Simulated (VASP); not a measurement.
Input of a VASP 6.6.1 run:

Contents of INCAR:

```
SYSTEM = AlCu6
  ALGO = Fast
  EDIFF = 1E-7
  ENCUT = 520
  GGA = PE
  ISIF = 2
  ISMEAR = 0
  LASPH = .TRUE.
  LCHARG = .FALSE.
  LREAL = .FALSE.
  LWAVE = .FALSE.
  NBANDS = 82
  NELM = 60
  PREC = Accurate
  SIGMA = 0.1
```

Contents of KPOINTS:

```
k-points
0
G
  6 6 8
  0 0 0
```

File POSCAR:

```
AlCu6
1.0
    6.8449140903      0.0000000000      0.0000000000
   -3.4224570452      5.9278694889      0.0000000000
    0.0000000000      0.0000000000      4.2328484016
Al Cu
2 12
Direct
    0.6666666667      0.3333333333      0.7500000000
    0.3333333333      0.6666666667      0.2500000000
    0.3794855928      0.4746661942      0.7500000000
    0.9536100869      0.1903076184      0.7500000000
    0.5253338058      0.9048193986      0.7500000000
    0.2366975315      0.0463899131      0.7500000000
    0.0951806014      0.6205144072      0.7500000000
    0.8096923816      0.7633024685      0.7500000000
    0.9048193986      0.3794855928      0.2500000000
    0.7633024685      0.9536100869      0.2500000000
    0.4746661942      0.0951806014      0.2500000000
    0.1903076184      0.2366975315      0.2500000000
    0.0463899131      0.8096923816      0.2500000000
    0.6205144072      0.5253338058      0.2500000000
```

Potentials or basis: VASP PAW PBE potentials, release 64 (Al, Cu).

Run with:

```bash
$ cat potpaw_PBE.64/Al/POTCAR potpaw_PBE.64/Cu/POTCAR > POTCAR
$ mpirun -np 1 vasp_std > vasp.out
```

Task: What does it give for the pressure?

Result: 0.5 GPa.

Task: Predict the largest force.

Result: 0.006 eV/Å.

Forces in eV/Å, atoms in the order of the input:
```
Al   0.000  0.000  0.000
Al   0.000  0.000  0.000
Cu   0.002  0.005  0.000
Cu  -0.006 -0.001  0.000
Cu  -0.005 -0.001  0.000
Cu   0.002  0.005  0.000
Cu   0.003 -0.004  0.000
Cu   0.003 -0.005  0.000
Cu  -0.003  0.004  0.000
Cu  -0.002 -0.005  0.000
Cu   0.005  0.001  0.000
Cu  -0.003  0.005  0.000
Cu   0.006  0.001  0.000
Cu  -0.002 -0.005  0.000
```
